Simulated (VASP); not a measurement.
Crystal: CsCl.

```
Cs Cl
1.0
     4.14068    0.00000    0.00000
     0.00000    4.14068    0.00000
     0.00000    0.00000    4.14068
Cs Cl
1 1
Direct
  0.00000 0.00000 0.00000
  0.50000 0.50000 0.50000
```

Base run:

```yaml
Program: VASP 6.6.1
Functional: r2SCAN
Potentials_or_basis: VASP PAW PBE potentials, release 64 (Cs_sv, Cl)
Cutoff: 550 eV
k_mesh: 6 × 6 × 6
Occupations: gaussian, width 0.01 eV
Spin: no spin polarisation
```

Its results: band gap on the k mesh 5.91 eV, direct; pressure 0.0 GPa.

Question: The run is repeated on the same cell with these changes: functional from r2SCAN to HSE06; cutoff from 550 eV to 400 eV; k mesh from 6 × 6 × 6 to 4 × 4 × 4. What comes out?

Answer: Band gap on the k mesh 6.51 eV, direct; pressure 0.4 GPa.

Several settings changed at once, so the effect can't be laid on one alone.

Caveats: the PAW data sets were made with another functional, which shifts forces and pressure a little; spin-orbit coupling is left out, which moves the levels of the heavy elements.

A k mesh can miss the band edges.
